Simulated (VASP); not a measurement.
Input of a VASP 6.6.1 run:

File INCAR:

```
  ALGO = Normal
  EDIFF = 1E-6
  ENCUT = 520
  GGA = PE
  ISIF = 2
  ISMEAR = 0
  IVDW = 12
  LASPH = T
  LCHARG = T
  LELF = T
  LREAL = F
  LVHAR = T
  LWAVE = F
  NBANDS = 16
  NELM = 80
  PREC = Accurate
  SIGMA = 0.02
```

Contents of KPOINTS:

```
k-points
0
Gamma
  6 6 6
```

Contents of POSCAR:

```
S
1.0
    4.3165590145      0.0000000000      0.0000000000
   -2.1582795073      3.7382497635      0.0000000000
    0.0000000000      0.0000000000      4.4254860418
S
3
Direct
    0.1969849792      0.0000000000      0.3333333333
    0.0000000000      0.1969849792      0.6666666667
    0.8030150208      0.8030150208      0.0000000000
```

Potentials or basis: VASP PAW PBE potentials, release 64 (S).

Launch:

```console
$ cat potpaw_PBE.64/S/POTCAR > POTCAR
$ mpirun -np 1 vasp_std > vasp.out
```

(1) What does it give for the band gap on the k mesh?

(2) Predict the largest force.

(3) What does it give for the dispersion energy per atom?

(4) Estimate the pressure.

Answers

(1) 1.81 eV, indirect (least direct gap 2.18 eV).

(2) 0.120 eV/Å.

(3) -0.246 eV.

(4) -0.5 GPa.
